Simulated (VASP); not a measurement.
Wanted: the native input for a VASP 6.6.1 run.

```yaml
Task: single point
Functional: PBEsol
Potentials_or_basis: VASP PAW PBE potentials, release 64 (Hf_pv, N)
Cutoff: 520 eV
k_mesh: 16 × 16 × 16
Occupations: gaussian, width 0.15 eV
Spin: no spin polarisation
Dipole_correction: no
Further_INCAR_settings: ALGO = Normal; EDIFF = 1e-06; NBANDS = 14
```

The structure of HfN lies in POSCAR:

```
HfN
1.0
    0.0000000000      2.2707103500      2.4548220000
    2.6389336500      0.0000000000      2.4548220000
    2.6389336500      2.2707103500      0.0000000000
Hf N
1 1
Direct
    0.0000000000      0.0000000000      0.0000000000
    0.7500000000      0.7500000000      0.7500000000
```

This cell differs from its parent crystal: strain +0.0750 x Voigt [1, -1, 0, 0, 0, 0].

The input as run:

INCAR

```
ALGO = Normal ; EDIFF = 1E-6
ENCUT = 520 ; GGA = PS
ISIF = 2 ; ISMEAR = 0
LASPH = T ; LCHARG = T
LELF = T ; LREAL = F
LVHAR = T ; LWAVE = F
NBANDS = 14 ; NELM = 80
PREC = Accurate ; SIGMA = 0.15
```

KPOINTS

```
k-points
0
Gamma
  16 16 16
```

Potentials or basis: VASP PAW PBE potentials, release 64 (Hf_pv, N).

The run is started by

```console
$ cat potpaw_PBE.64/Hf_pv/POTCAR potpaw_PBE.64/N/POTCAR > POTCAR
$ mpirun -np 1 vasp_std > vasp.out
```

Results of the run:

The pressure is -5.8 GPa. The band gap on the k mesh is zero (an odd number of electrons rules out a gap without spin polarisation).

Caveat: the cell differs from its parent crystal (strain +0.0750 x Voigt [1, -1, 0, 0, 0, 0]); the cell stands under tension; the PAW data sets were made with another functional, which shifts forces and pressure a little; spin-orbit coupling is left out, which moves the levels of the heavy elements.

It took 120 s on 1 thread of Intel(R) Xeon(R) 6975P-C (Granite Rapids), with other jobs on the host, peak memory 0.38 GiB.
